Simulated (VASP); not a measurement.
# Mg2H2O3 (P-3m1) in VASP: a series of runs

The runs below take Mg2H2O3 through relaxation of cell and atoms, with PBEsol.

All numbers are computed with VASP 6.6.1; they aren't measurements. Logs are shortened: lines on timing, memory, paths and dates and some standing lists are left out, and cuts for length are marked.

## 1. The cell of the first run

It takes space group P-3m1 (No. 164, trigonal). The conventional cell has a = 3.085 Å, b = 3.085 Å, c = 7.710 Å, α = 90.00°, β = 90.00°, γ = 120.00°. Within 2.8 Å of Mg (site symmetry 3m) lie 6 O at 2.10 to 2.17 Å and 3 H at 2.76 Å. Within 1.3 Å of H (site symmetry 3m) lie 1 O at 0.99 Å. O (site symmetry 3m) has 1 H at 0.99 Å within 1.3 Å. O (site symmetry -3m) has 6 Mg at 2.17 Å and 12 O at 2.95 to 3.09 Å within 3.1 Å.

## 2. Relaxation of cell and atoms, PBEsol

The input, INCAR:

```
SYSTEM = Mg2H2O3
PREC = Accurate
ENCUT = 600
EDIFF = 1E-6
ISMEAR = 0
SIGMA = 0.1
LREAL = .False.
LASPH = .True.
NELM = 100
ALGO = Normal
ISIF = 3
LWAVE = .False.
LCHARG = .False.
GGA = PS
IBRION = 2
NSW = 100
EDIFFG = -0.05
```

The input, KPOINTS:

```
regular mesh
0
Gamma
  6 6 4
  0 0 0
```

The input, POSCAR:

```
Mg2H2O3
1.0
    3.0850007055      0.0000000000      0.0000000000
   -1.5425003528      2.6716889817      0.0000000000
    0.0000000000      0.0000000000      7.7100000000
Mg H O
2 2 3
Direct
    0.6666666667      0.3333333333      0.8399000000
    0.3333333333      0.6666666667      0.1601000000
    0.3333333333      0.6666666667      0.5666000000
    0.6666666667      0.3333333333      0.4334000000
    0.3333333333      0.6666666667      0.6949000000
    0.6666666667      0.3333333333      0.3051000000
    0.0000000000      0.0000000000      0.0000000000
```

Potentials or basis: VASP PAW PBE potentials, release 64 (Mg, H, O).

The run is started by

```
$ cat potpaw_PBE.64/Mg/POTCAR potpaw_PBE.64/H/POTCAR potpaw_PBE.64/O/POTCAR > POTCAR
$ mpirun -np 1 vasp_std > vasp.out
```

OUTCAR:

```text
SYSTEM = Mg2H2O3
   PREC = Accurate
   ENCUT = 600
   EDIFF = 1E-6
   ISMEAR = 0
   LREAL = .False.
   LASPH = .True.
   NELM = 100
   ISIF = 3
   GGA = PS
   IBRION = 2
   NSW = 100
   EDIFFG = -0.05

 ion  position               nearest neighbor table
   1  0.667  0.333  0.840-   5 2.10   5 2.10   5 2.10   7 2.17   7 2.17   7 2.17   2 3.04   2 3.04
                             2 3.04
   2  0.333  0.667  0.160-   6 2.10   6 2.10   6 2.10   7 2.17   7 2.17   7 2.17   1 3.04   1 3.04
                             1 3.04
   3  0.333  0.667  0.567-   5 0.99
   4  0.667  0.333  0.433-   6 0.99
   5  0.333  0.667  0.695-   3 0.99   1 2.10   1 2.10   1 2.10
   6  0.667  0.333  0.305-   4 0.99   2 2.10   2 2.10   2 2.10
   7  0.000  0.000  0.000-   1 2.17   2 2.17   1 2.17   2 2.17   1 2.17   2 2.17

  LATTYP: Found a hexagonal cell.
 ALAT       =     3.0850007055
 C/A-ratio  =     2.4991890557

  Lattice vectors:

 A1 = (   3.0850007055,   0.0000000000,   0.0000000000)
 A2 = (  -1.5425003528,   2.6716889817,   0.0000000000)
 A3 = (   0.0000000000,   0.0000000000,   7.7100000000)

Analysis of symmetry for initial positions (statically):
=====================================================================
 Subroutine PRICEL returns:
 Original cell was already a primitive cell.

 Routine SETGRP: Setting up the symmetry group for a
 hexagonal supercell.

 Subroutine GETGRP returns: Found 12 space group operations
 (whereof 12 operations were pure point group operations)
 out of a pool of 24 trial point group operations.

The static configuration has the point symmetry D_3d.

Analysis of symmetry for dynamics (positions and initial velocities):
=====================================================================
 Subroutine PRICEL returns:
 Original cell was already a primitive cell.

 Routine SETGRP: Setting up the symmetry group for a
 hexagonal supercell.

 Subroutine GETGRP returns: Found 12 space group operations
 (whereof 12 operations were pure point group operations)
 out of a pool of 24 trial point group operations.

The dynamic configuration has the point symmetry D_3d.

 Subroutine INISYM returns: Found 12 space group operations
 (whereof 12 operations are pure point group operations),
 and found     1 'primitive' translations

----------------------------------------------------------------------------------------

                                     Primitive cell

  volume of cell :      63.5471

  direct lattice vectors                    reciprocal lattice vectors
     3.085000706  0.000000000  0.000000000     0.324149034  0.187147532  0.000000000
    -1.542500353  2.671688982  0.000000000     0.000000000  0.374295065  0.000000000
     0.000000000  0.000000000  7.710000000     0.000000000  0.000000000  0.129701686

  length of vectors
     3.085000706  3.085000706  7.710000000     0.374295065  0.374295065  0.129701686

  position of ions in fractional coordinates (direct lattice)
     0.666666667  0.333333333  0.839900000
     0.333333333  0.666666667  0.160100000
     0.333333333  0.666666667  0.566600000
     0.666666667  0.333333333  0.433400000
     0.333333333  0.666666667  0.694900000
     0.666666667  0.333333333  0.305100000
     0.000000000  0.000000000  0.000000000

  ion indices of the primitive-cell ions
   primitive index   ion index
                 1           1
                 2           2
                 3           3
                 4           4
                 5           5
                 6           6
                 7           7

----------------------------------------------------------------------------------------

 KPOINTS: regular mesh

Automatic generation of k-mesh.
 Grid dimensions read from file:
 generate k-points for:    6    6    4

 Generating k-lattice:

  Cartesian coordinates                     Fractional coordinates (reciprocal lattice)
     0.054024839  0.031191255  0.000000000     0.166666667  0.000000000  0.000000000
     0.000000000  0.062382511  0.000000000     0.000000000  0.166666667  0.000000000
     0.000000000  0.000000000  0.032425422     0.000000000  0.000000000  0.250000000

  Length of vectors
     0.062382511  0.062382511  0.032425422

  Shift w.r.t. Gamma in fractional coordinates (k-lattice)
     0.000000000  0.000000000  0.000000000

 Subroutine IBZKPT returns following result:
 ===========================================

 Found     24 irreducible k-points:

 Following reciprocal coordinates:
            Coordinates               Weight
  0.000000  0.000000  0.000000      1.000000
  0.166667  0.000000  0.000000      6.000000
  0.333333  0.000000  0.000000      6.000000
  0.500000  0.000000  0.000000      3.000000
  0.166667  0.166667  0.000000      6.000000
  0.333333  0.166667  0.000000     12.000000
[... 16 lines left out ...]
  0.333333  0.166667  0.500000     12.000000
  0.333333  0.333333  0.500000      2.000000
   k-points           NKPTS =     24   k-points in BZ     NKDIM =     24   number of bands    NBANDS=     16
   number of dos      NEDOS =    301   number of ions     NIONS =      7
   total plane-waves  NPLWV =  50176
   dimension x,y,z NGX =    28 NGY =   28 NGZ =   64
   dimension x,y,z NGXF=    56 NGYF=   56 NGZF=  128
   ions per type =               2   2   3
   NGX,Y,Z   is equivalent  to a cutoff of  15.09, 15.09, 13.80 a.u.
   NGXF,Y,Z  is equivalent  to a cutoff of  30.18, 30.18, 27.60 a.u.
 SYSTEM =  Mg2H2O3
   PREC   = accura    normal or accurate (medium, high low for compatibility)
   ISTART =      0    job   : 0-new  1-cont  2-samecut
   ICHARG =      2    charge: 1-file 2-atom 10-const
   ISPIN  =      1    spin polarized calculation?
   LNONCOLLINEAR =      F non collinear calculations
   LSORBIT =      F    spin-orbit coupling
   LASPH  =      T    aspherical Exc in radial PAW
   ENCUT  =  600.0 eV  44.10 Ry    6.64 a.u.   6.16  6.16 15.40*2*pi/ulx,y,z
   NELM   =    100;   NELMIN=  2; NELMDL= -5     # of ELM steps
   EDIFF  = 0.1E-05   stopping-criterion for ELM
   LREAL  =      F    real-space projection
   EDIFFG = -.5E-01   stopping-criterion for IOM
   NSW    =    100    number of steps for IOM
   IBRION =      2    ionic relax: 0-MD 1-quasi-New 2-CG
   NFREE  =      1    steps in history (QN), initial steepest desc. (CG)
   ISIF   =      3    stress and relaxation
   ISYM   =      2    0-nonsym 1-usesym 2-fastsym
   POTIM  = 0.5000    time-step for ionic-motion
   TEBEG  =    0.0;   TEEND  =   0.0 temperature during run
   PSTRESS=    0.0 pullay stress
   NELECT =      24.0000    total number of electrons
   NUPDOWN=      -1.0000    fix difference up-down
   EMIN   =  10.00;   EMAX   =-10.00  energy-range for DOS
   EFERMI =   0.00;   METHOD = LEGACY
   ISMEAR =     0;   SIGMA  =   0.10  broadening in eV -4-tet -1-fermi 0-gaus
   EFERMI_NEDOS =   21; number of points for ismear=-14 and -15
   IALGO  =     38    algorithm
   IMIX   =      4    mixing-type and parameters
     AMIX     =   0.40;   BMIX     =  1.00
     AMIX_MAG =   1.60;   BMIX_MAG =  1.00
  volume/ion in A,a.u.               =       9.08        61.26
  Fermi-wavevector in a.u.,A,eV,Ry     =   1.183350  2.236208 19.052488  1.400318
  Thomas-Fermi vector in A             =   2.319587
   LORBIT       =      0    0 simple, 1 ext, 2 COOP (PROOUT), +10 PAW based schemes
   GGA     = PS    functional components
   LHFCALC =     F    Hartree Fock is set to
   AEXX    =    0.0000 exact exchange contribution
   IVDW    =     0    specifies the selected vdW correction
   LEPSILON=     F    determine dielectric tensor
   LRPA    =     F    only Hartree local field effects (RPA)
 conjugate gradient relaxation of ions
 non-spin polarized calculation
 Gauss-broadening in eV      SIGMA  =   0.10
  energy-cutoff  :      600.00
  volume of cell :       63.55
 maximum number of plane-waves:      2142
 NGX is ok and might be reduce to    28
   NGX = 13   NGY = 13   NGZ = 31

--------------------------------------- Ionic step        1  -------------------------------------------

 number of electron      24.0000000 magnetization

 Free energy of the ion-electron system (eV)
  ---------------------------------------------------
  ext. energy  EPLUGINS =         0.00000000
  ---------------------------------------------------
  free energy    TOTEN  =       -39.88250337 eV

  energy without entropy =      -39.88250337  energy(sigma->0) =      -39.88250337

 E-fermi :   1.2753     XC(G=0): -10.0035

 val. band max:        0.7948890301   @ k =   0.0000   0.0000   0.0000
 cond. band min:       4.3403737331   @ k =   0.0000   0.0000   0.0000
 fundamental gap:      3.5454847030
 Fermi energy:         1.2753065249

 k-point     1 :       0.0000    0.0000    0.0000
  band No.  band energies     occupation
      1     -17.1381      2.00000
      2     -16.7165      2.00000
      3     -15.2346      2.00000
      4      -5.4126      2.00000
      5      -4.7751      2.00000
      6      -0.5287      2.00000
[... 8 lines left out ...]
     15       9.0895      0.00000
     16      11.0527      0.00000
[... 551 lines left out ...]
  FREE ENERGIE OF THE ION-ELECTRON SYSTEM (eV)
  ---------------------------------------------------
  free  energy   TOTEN  =       -39.9478255356 eV

  energy  without entropy=      -39.9478255356  energy(sigma->0) =      -39.94782554

[... ionic steps 4 to 26 ...]

--------------------------------------- Ionic step       27  -------------------------------------------

 number of electron      23.9999996 magnetization

------------------------ aborting loop because EDIFF is reached ----------------------------------------

  FORCE on cell =-STRESS in cart. coord.  units (eV):
  Direction    XX          YY          ZZ          XY          YZ          ZX
  --------------------------------------------------------------------------------------
  -------------------------------------------------------------------------------------
  Total       -0.0598596     -0.0598596      0.3872628      0.0000000     -0.0000000      0.0000000
  in kB       -1.6362932     -1.6362932     10.5860317      0.0000000     -0.0000000      0.0000000
  external PRESSURE =       2.4378151 kB  Pullay stress =       0.0000000 kB
[... 67 lines left out ...]
  energy  without entropy=      -40.0078540756  energy(sigma->0) =      -40.00785408

--------------------------------------- Ionic step       29  -------------------------------------------

 number of electron      23.9999996 magnetization

 Free energy of the ion-electron system (eV)
  ---------------------------------------------------
  ext. energy  EPLUGINS =         0.00000000
  ---------------------------------------------------
  free energy    TOTEN  =       -40.00795981 eV

  energy without entropy =      -40.00795981  energy(sigma->0) =      -40.00795981

 E-fermi :   1.8808     XC(G=0): -10.4251

 val. band max:        1.4300704622   @ k =   0.0000   0.0000   0.0000
 cond. band min:       5.3883453811   @ k =   0.0000   0.0000   0.0000
 fundamental gap:      3.9582749189
 Fermi energy:         1.8808195208

 k-point     1 :       0.0000    0.0000    0.0000
  band No.  band energies     occupation
      1     -17.1300      2.00000
      2     -16.4329      2.00000
      3     -14.6040      2.00000
      4      -5.1928      2.00000
      5      -4.3239      2.00000
      6       0.2862      2.00000
[... 8 lines left out ...]
     15       9.6917      0.00000
     16      12.5012      0.00000
[... 469 lines left out ...]
  FREE ENERGIE OF THE ION-ELECTRON SYSTEM (eV)
  ---------------------------------------------------
  free  energy   TOTEN  =       -40.0079598057 eV

  energy  without entropy=      -40.0079598057  energy(sigma->0) =      -40.00795981

 reached required accuracy - stopping structural energy minimisation
```

Run time: 7.8 min. Hardware: 1 thread of Intel Xeon Platinum 8559C (Emerald Rapids), shared host; peak memory 0.25 GiB.

What came out:

| Quantity | Value |
| --- | --- |
| Free energy | -40.0080 eV |
| Relaxed volume | 8.36 Å³/atom |
| Relaxed cell | a = 3.058 Å, b = 3.058 Å, c = 7.229 Å, α = 90.00°, β = 90.00°, γ = 120.00° |
| Space group after relaxing (to 0.1 Å) | P-3m1 (No. 164) |
| Energy gained by relaxing | 17.9 meV/atom |
| Ionic steps | 29 |
| Pressure after relaxing | 0.0 GPa |
| Largest force after relaxing | 0.009 eV/Å |
| Band gap on the k mesh | 3.96 eV |

Forces on the atoms (eV/Å):
```
Mg   0.000  0.000 -0.007
Mg   0.000  0.000  0.007
H    0.000  0.000  0.007
H    0.000  0.000 -0.007
O    0.000  0.000 -0.009
O    0.000  0.000  0.009
O    0.000  0.000  0.000
```

Stress tensor (GPa, compression positive):
```
-0.04  0.00  0.00
 0.00 -0.04  0.00
 0.00  0.00  0.23
```

The path:
| step | energy change (eV) | largest force (eV/Å) | pressure (GPa) | volume (Å³) |
| --- | --- | --- | --- | --- |
| 1 | 0.0000 | 0.8243 | -6.75 | 63.55 |
| 2 | 0.0779 | 3.5397 | 5.29 | 60.08 |
| 3 | -0.0653 | 1.1454 | -2.33 | 62.08 |
| 4 | -0.0688 | 1.1540 | 1.90 | 59.42 |
| 5 | -0.1066 | 0.1518 | -0.39 | 60.71 |
| 6 | -0.1066 | 0.1606 | -0.34 | 60.68 |
| 7 | -0.1094 | 0.1370 | 0.21 | 60.43 |
| 8 | -0.1099 | 0.1834 | 0.48 | 60.30 |
| 9 | -0.1096 | 0.3268 | -0.12 | 60.29 |
| 10 | -0.1106 | 0.1245 | 0.18 | 60.29 |
| 11 | -0.1116 | 0.0771 | -0.02 | 60.35 |
| 12 | -0.1120 | 0.1423 | -0.26 | 60.41 |
| 13 | -0.1128 | 0.1253 | -0.39 | 60.40 |
| 14 | -0.1146 | 0.1364 | -0.78 | 60.38 |
| 15 | -0.1147 | 0.3380 | -1.54 | 60.34 |
| 16 | -0.1152 | 0.2422 | -1.18 | 60.36 |
| 17 | -0.1156 | 0.2193 | -1.16 | 60.34 |
| 18 | -0.1166 | 0.1526 | -1.08 | 60.28 |
| 19 | -0.1177 | 0.0715 | -0.94 | 60.14 |
| 20 | -0.1178 | 0.1232 | -0.90 | 60.09 |
| 21 | -0.1185 | 0.1139 | -0.87 | 60.01 |
| 22 | -0.1203 | 0.0854 | -0.69 | 59.77 |
| 23 | -0.1228 | 0.1167 | -0.35 | 59.28 |
| 24 | -0.1227 | 0.2045 | 0.37 | 58.30 |
| 25 | -0.1236 | 0.1531 | -0.09 | 58.84 |
| 26 | -0.1248 | 0.0919 | 0.19 | 58.66 |
| 27 | -0.1249 | 0.1248 | 0.24 | 58.61 |
| 28 | -0.1254 | 0.0644 | -0.02 | 58.51 |
| 29 | -0.1255 | 0.0095 | 0.05 | 58.54 |

Final structure:
```yaml
crystal:
  lattice:
    - [3.05802, 0.00000, 0.00000]
    - [-1.52901, 2.64832, 0.00000]
    - [0.00000, 0.00000, 7.22868]
  atoms:
    - { symbol: Mg, position: [0.66667, 0.33333, 0.83242] }
    - { symbol: Mg, position: [0.33333, 0.66667, 0.16758] }
    - { symbol: H, position: [0.33333, 0.66667, 0.55232] }
    - { symbol: H, position: [0.66667, 0.33333, 0.44768] }
    - { symbol: O, position: [0.33333, 0.66667, 0.68700] }
    - { symbol: O, position: [0.66667, 0.33333, 0.31300] }
    - { symbol: O, position: [0.00000, 0.00000, 0.00000] }
```

Levels at points of the mesh, in eV from the valence-band top:
```csv
k point,band 9,band 10,band 11,band 12,band 13,band 14,band 15,band 16
"(0.00, 0.00, 0.00)",-0.80,-0.80,0.00,0.00,3.96,7.00,8.26,11.07
"(0.50, 0.00, 0.00)",-1.52,-1.09,-0.85,-0.61,7.72,8.12,9.16,10.15
"(0.00, 0.00, 0.50)",-0.67,-0.67,-0.03,-0.03,4.85,6.12,8.10,11.56
"(0.50, 0.00, 0.50)",-1.38,-1.32,-0.80,-0.53,7.08,8.61,9.58,10.59
```

Caveat: the PAW data sets were made with another functional, which shifts forces and pressure a little. A k mesh can miss the band edges.

(Continued in part 2 of 2.)
